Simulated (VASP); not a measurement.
# SrRhN2 in VASP: single point with PBE

Aim: the single point of SrRhN2 with PBE.

All numbers are computed with VASP 6.6.1; they aren't measurements. Logs are shortened: lines on timing, memory, paths and dates and some standing lists are left out, and cuts for length are marked.

## 1. The cell of the first run

The cell holds a sheet with vacuum, 4 atoms: a = 3.434 Å, b = 3.434 Å, c = 17.000 Å, α = 90.00°, β = 90.00°, γ = 90.00°.

The cell was generated, and may not be a known phase.

## 2. Single point, PBE, collinear spin, ferromagnetic start

Input file INCAR:

```
SYSTEM = SrRhN2
ALGO = Normal ; DIPOL = 0.5 0.5 0.500
EDIFF = 1E-7 ; ENCUT = 520
GGA = PE ; IDIPOL = 3
ISIF = 2 ; ISMEAR = 0
ISPIN = 2 ; LASPH = .True.
LCHARG = .False. ; LDIPOL = .True.
LMAXMIX = 4 ; LORBIT = 11
LREAL = .False. ; LWAVE = .False.
MAGMOM = 0 1 0 0 ; NBANDS = 30
NELM = 150 ; PREC = Accurate
SIGMA = 0.1
```

Input file KPOINTS:

```
k-points
0
Gamma
  6 6 1
  0 0 0
```

Input file POSCAR:

```
SrRhN2
1.0
    3.4338430000      0.0000000000      0.0000000000
    0.0000000000      3.4338430000      0.0000000000
    0.0000000000      0.0000000000     17.0000000000
Sr Rh N
1 1 2
Direct
    0.5000000000      0.5000000000      0.5000000000
    0.0000000000      0.0000000000      0.5000000000
    0.0000000000      0.0000000000      0.5851440000
    0.0000000000      0.0000000000      0.4148560000
```

Potentials or basis: VASP PAW PBE potentials, release 64 (Sr_sv, Rh_pv, N).

Launch:

```console
cat potpaw_PBE.64/Sr_sv/POTCAR potpaw_PBE.64/Rh_pv/POTCAR potpaw_PBE.64/N/POTCAR > POTCAR
mpirun -np 1 vasp_std > vasp.out
```

OUTCAR:

```text
SYSTEM = SrRhN2
   EDIFF = 1E-7
   ENCUT = 520
   GGA = PE
   ISIF = 2
   ISMEAR = 0
   ISPIN = 2
   LASPH = .True.
   LORBIT = 11
   LREAL = .False.
   NELM = 150
   PREC = Accurate

 ion  position               nearest neighbor table
   1  0.500  0.500  0.500-   2 2.43   2 2.43   2 2.43   2 2.43   3 2.83   4 2.83   4 2.83   3 2.83
                             4 2.83   3 2.83   3 2.83   4 2.83
   2  0.000  0.000  0.500-   3 1.45   4 1.45   1 2.43   1 2.43   1 2.43   1 2.43
   3  0.000  0.000  0.585-   2 1.45   1 2.83   1 2.83   1 2.83   1 2.83
   4  0.000  0.000  0.415-   2 1.45   1 2.83   1 2.83   1 2.83   1 2.83

  LATTYP: Found a simple tetragonal cell.
 ALAT       =     3.4338430000
 C/A-ratio  =     4.9507213929

  Lattice vectors:

 A1 = (   3.4338430000,   0.0000000000,   0.0000000000)
 A2 = (   0.0000000000,   3.4338430000,   0.0000000000)
 A3 = (   0.0000000000,   0.0000000000,  17.0000000000)

Analysis of symmetry for initial positions (statically):
=====================================================================
 Subroutine PRICEL returns:
 Original cell was already a primitive cell.

 Routine SETGRP: Setting up the symmetry group for a
 simple tetragonal supercell.

 Subroutine GETGRP returns: Found 16 space group operations
 (whereof 16 operations were pure point group operations)
 out of a pool of 16 trial point group operations.

The static configuration has the point symmetry D_4h.

Analysis of symmetry for dynamics (positions and initial velocities):
=====================================================================
 Subroutine PRICEL returns:
 Original cell was already a primitive cell.

 Routine SETGRP: Setting up the symmetry group for a
 simple tetragonal supercell.

 Subroutine GETGRP returns: Found 16 space group operations
 (whereof 16 operations were pure point group operations)
 out of a pool of 16 trial point group operations.

The dynamic configuration has the point symmetry D_4h.

Analysis of structural, dynamic, and magnetic symmetry:
=====================================================================
 Subroutine PRICEL returns:
 Original cell was already a primitive cell.

 Routine SETGRP: Setting up the symmetry group for a
 simple tetragonal supercell.

 Subroutine GETGRP returns: Found 16 space group operations
 (whereof 16 operations were pure point group operations)
 out of a pool of 16 trial point group operations.

The overall configuration has the point symmetry D_4h.

 Subroutine INISYM returns: Found 16 space group operations
 (whereof 16 operations are pure point group operations),
 and found     1 'primitive' translations

----------------------------------------------------------------------------------------

                                     Primitive cell

  volume of cell :     200.4517

  direct lattice vectors                    reciprocal lattice vectors
     3.433843000  0.000000000  0.000000000     0.291218905  0.000000000  0.000000000
     0.000000000  3.433843000  0.000000000     0.000000000  0.291218905  0.000000000
     0.000000000  0.000000000 17.000000000     0.000000000  0.000000000  0.058823529

  length of vectors
     3.433843000  3.433843000 17.000000000     0.291218905  0.291218905  0.058823529

  position of ions in fractional coordinates (direct lattice)
     0.500000000  0.500000000  0.500000000
     0.000000000  0.000000000  0.500000000
     0.000000000  0.000000000  0.585144000
     0.000000000  0.000000000  0.414856000

  ion indices of the primitive-cell ions
   primitive index   ion index
                 1           1
                 2           2
                 3           3
                 4           4

----------------------------------------------------------------------------------------

 KPOINTS: k-points

Automatic generation of k-mesh.
 Grid dimensions read from file:
[... 23 lines left out ...]
  0.166667  0.000000  0.000000      4.000000
  0.333333  0.000000  0.000000      4.000000
  0.500000  0.000000  0.000000      2.000000
  0.166667  0.166667  0.000000      4.000000
  0.333333  0.166667  0.000000      8.000000
  0.500000  0.166667  0.000000      4.000000
  0.333333  0.333333  0.000000      4.000000
  0.500000  0.333333  0.000000      4.000000
  0.500000  0.500000  0.000000      1.000000
   k-points           NKPTS =     10   k-points in BZ     NKDIM =     10   number of bands    NBANDS=     30
   number of dos      NEDOS =    301   number of ions     NIONS =      4
   total plane-waves  NPLWV =  98784
   dimension x,y,z NGX =    28 NGY =   28 NGZ =  126
   dimension x,y,z NGXF=    56 NGYF=   56 NGZF=  252
   ions per type =               1   1   2
   NGX,Y,Z   is equivalent  to a cutoff of  13.56, 13.56, 12.32 a.u.
   NGXF,Y,Z  is equivalent  to a cutoff of  27.11, 27.11, 24.64 a.u.
 SYSTEM =  SrRhN2
   PREC   = accura    normal or accurate (medium, high low for compatibility)
   ISTART =      0    job   : 0-new  1-cont  2-samecut
   ICHARG =      2    charge: 1-file 2-atom 10-const
   ISPIN  =      2    spin polarized calculation?
   LNONCOLLINEAR =      F non collinear calculations
   LSORBIT =      F    spin-orbit coupling
   LASPH  =      T    aspherical Exc in radial PAW
   ENCUT  =  520.0 eV  38.22 Ry    6.18 a.u.   6.38  6.38 31.61*2*pi/ulx,y,z
   NELM   =    150;   NELMIN=  2; NELMDL= -5     # of ELM steps
   EDIFF  = 0.1E-06   stopping-criterion for ELM
   LREAL  =      F    real-space projection
   EDIFFG = 0.1E-05   stopping-criterion for IOM
   NSW    =      0    number of steps for IOM
   IBRION =     -1    ionic relax: 0-MD 1-quasi-New 2-CG
   NFREE  =      0    steps in history (QN), initial steepest desc. (CG)
   ISIF   =      2    stress and relaxation
   ISYM   =      2    0-nonsym 1-usesym 2-fastsym
   POTIM  = 0.5000    time-step for ionic-motion
   TEBEG  =    0.0;   TEEND  =   0.0 temperature during run
   PSTRESS=    0.0 pullay stress
   NELECT =      35.0000    total number of electrons
   NUPDOWN=      -1.0000    fix difference up-down
   EMIN   =  10.00;   EMAX   =-10.00  energy-range for DOS
   EFERMI =   0.00;   METHOD = LEGACY
   ISMEAR =     0;   SIGMA  =   0.10  broadening in eV -4-tet -1-fermi 0-gaus
   EFERMI_NEDOS =   21; number of points for ismear=-14 and -15
   IALGO  =     38    algorithm
   IMIX   =      4    mixing-type and parameters
     AMIX     =   0.40;   BMIX     =  1.00
     AMIX_MAG =   1.60;   BMIX_MAG =  1.00
  volume/ion in A,a.u.               =      50.11       338.18
  Fermi-wavevector in a.u.,A,eV,Ry     =   0.915014  1.729125 11.391478  0.837250
  Thomas-Fermi vector in A             =   2.039707
   LORBIT       =     11    0 simple, 1 ext, 2 COOP (PROOUT), +10 PAW based schemes
   GGA     = PE    functional components
   LHFCALC =     F    Hartree Fock is set to
   AEXX    =    0.0000 exact exchange contribution
   IVDW    =     0    specifies the selected vdW correction
   LEPSILON=     F    determine dielectric tensor
   LRPA    =     F    only Hartree local field effects (RPA)
 spin polarized calculation
 Gauss-broadening in eV      SIGMA  =   0.10
  energy-cutoff  :      520.00
  volume of cell :      200.45
 maximum number of plane-waves:      5424
 NGX is ok and might be reduce to    28
   NGX = 13   NGY = 13   NGZ = 63

 number of electron      35.0000007 magnetization       0.8886406

 dipolmoment           0.000000      0.000000     -0.000000 electrons x Angstroem

 Free energy of the ion-electron system (eV)
  ---------------------------------------------------
  ext. energy  EPLUGINS =         0.00000000
  ---------------------------------------------------
  free energy    TOTEN  =        -9.72142194 eV

  energy without entropy =       -9.70942986  energy(sigma->0) =       -9.71542590

 E-fermi :  -1.6715     XC(G=0):  -3.7266

 val. band max:       -1.6808439169   @ k =   0.1667   0.1667   0.0000
 cond. band min:      -1.6280192176   @ k =   0.3333   0.0000   0.0000
 fundamental gap:      0.0528246993
 Fermi energy:        -1.6714715449

 spin component 1

 k-point     1 :       0.0000    0.0000    0.0000
  band No.  band energies     occupation
      1     -54.1731      1.00000
      2     -51.1670      1.00000
      3     -51.1670      1.00000
      4     -37.4152      1.00000
      5     -20.6237      1.00000
      6     -19.5745      1.00000
[... 309 lines left out ...]
     28       8.1657      0.00000
     29       8.1657      0.00000
 Fermi energy:        -1.6714715449

 spin component 2

 k-point     1 :       0.0000    0.0000    0.0000
  band No.  band energies     occupation
      1     -54.0017      1.00000
      2     -51.1452      1.00000
      3     -51.1452      1.00000
      4     -37.3998      1.00000
      5     -20.0827      1.00000
      6     -19.5574      1.00000
[... 309 lines left out ...]
     28       8.2961      0.00000
     29       8.2961      0.00000
 [bands above 29 left out]

------------------------ aborting loop because EDIFF is reached ----------------------------------------

 vacuum level on the upper side and lower side of the slab       (xc-potential included)         0.006         0.006

  FORCE on cell =-STRESS in cart. coord.  units (eV):
  Direction    XX          YY          ZZ          XY          YZ          ZX
  --------------------------------------------------------------------------------------
  -------------------------------------------------------------------------------------
  Total       29.6964495     29.6964495     84.6237516      0.0000000      0.0000000      0.0000000
  in kB      237.3587899    237.3587899    676.3835962      0.0000000      0.0000000      0.0000000
  external PRESSURE =     383.7003920 kB  Pullay stress =       0.0000000 kB

 VOLUME and BASIS-vectors are now :
 -----------------------------------------------------------------------------
  energy-cutoff  :      520.00
  volume of cell :      200.45
      direct lattice vectors                 reciprocal lattice vectors
     3.433843000  0.000000000  0.000000000     0.291218905  0.000000000  0.000000000
     0.000000000  3.433843000  0.000000000     0.000000000  0.291218905  0.000000000
     0.000000000  0.000000000 17.000000000     0.000000000  0.000000000  0.058823529

 POSITION                                       TOTAL-FORCE (eV/Angst)
 -----------------------------------------------------------------------------------
      1.71692      1.71692      8.50000         0.000000      0.000000      0.000000
      0.00000      0.00000      8.50000         0.000000      0.000000      0.000000
      0.00000      0.00000      9.94745        -0.000000      0.000000     29.276246
      0.00000      0.00000      7.05255         0.000000      0.000000    -29.276246
 -----------------------------------------------------------------------------------
    total drift:                               -0.000000     -0.000000      0.000000

  FREE ENERGIE OF THE ION-ELECTRON SYSTEM (eV)
  ---------------------------------------------------
  free  energy   TOTEN  =        -9.7214219433 eV

  energy  without entropy=       -9.7094298582  energy(sigma->0) =       -9.71542590

 vacuum level on the upper side and lower side of the slab         3.342         3.342

 total charge

# of ion       s       p       d       tot
------------------------------------------
    1        2.092   5.887   0.665   8.644
    2        0.987   7.131   8.021  16.139
    3        1.370   2.493   0.000   3.863
    4        1.370   2.493   0.000   3.863
--------------------------------------------------
tot          5.819  18.004   8.685  32.509

 magnetization (x)

# of ion       s       p       d       tot
------------------------------------------
    1       -0.001   0.009   0.014   0.023
    2        0.049   0.253  -0.003   0.300
    3        0.007   0.288   0.000   0.295
    4        0.007   0.288   0.000   0.295
--------------------------------------------------
tot          0.064   0.838   0.011   0.913
```

Run time: 3.7 min. Hardware: 1 thread of Intel Xeon Platinum 8375C at 2.90GHz (Ice Lake), shared host; peak memory 0.44 GiB.

Results:

```yaml
Free_energy: -9.7214 eV
Largest_force: 29.276 eV/Å
Net_moment: 0.89 μB per cell
Site_moments: Sr +0.02; Rh +0.30; N +0.29 μB
Valence_electrons_inside_the_program's_atomic_spheres: Sr 8.64; Rh 16.14; N 3.86
```

Forces on the atoms (eV/Å):
```
Sr    0.000   0.000   0.000
Rh    0.000   0.000   0.000
N     0.000   0.000  29.276
N     0.000   0.000 -29.276
```

Levels at points of the mesh, in eV from the Fermi level:
Spin up:
```tsv
k point	band 14	band 15	band 16	band 17	band 18	band 19	band 20	band 21	band 22	band 23
(0.00, 0.00, 0.00)	-6.56	-3.44	-3.27	-3.27	-1.18	2.64	2.64	3.29	4.37	4.68
(0.50, 0.00, 0.00)	-5.13	-3.57	-3.51	-1.01	0.76	1.15	1.39	2.44	2.77	4.30
(0.50, 0.50, 0.00)	-4.40	-4.16	-4.16	-2.37	-0.78	1.71	1.71	4.20	5.22	5.22
```
Spin down:
```tsv
k point	band 13	band 14	band 15	band 16	band 17	band 18	band 19	band 20	band 21	band 22
(0.00, 0.00, 0.00)	-7.63	-6.52	-3.03	-3.03	-2.97	-0.11	2.80	2.80	3.42	4.58
(0.50, 0.00, 0.00)	-5.10	-5.03	-3.49	-3.34	0.10	0.81	1.50	1.50	2.58	2.94
(0.50, 0.50, 0.00)	-5.30	-4.38	-3.95	-3.95	-1.89	0.42	1.82	1.82	4.19	5.31
```

Caveat: atoms lie so close that the PAW spheres overlap strongly, which falsifies energies and pressures; a moment this small can come from the mesh or the smearing.
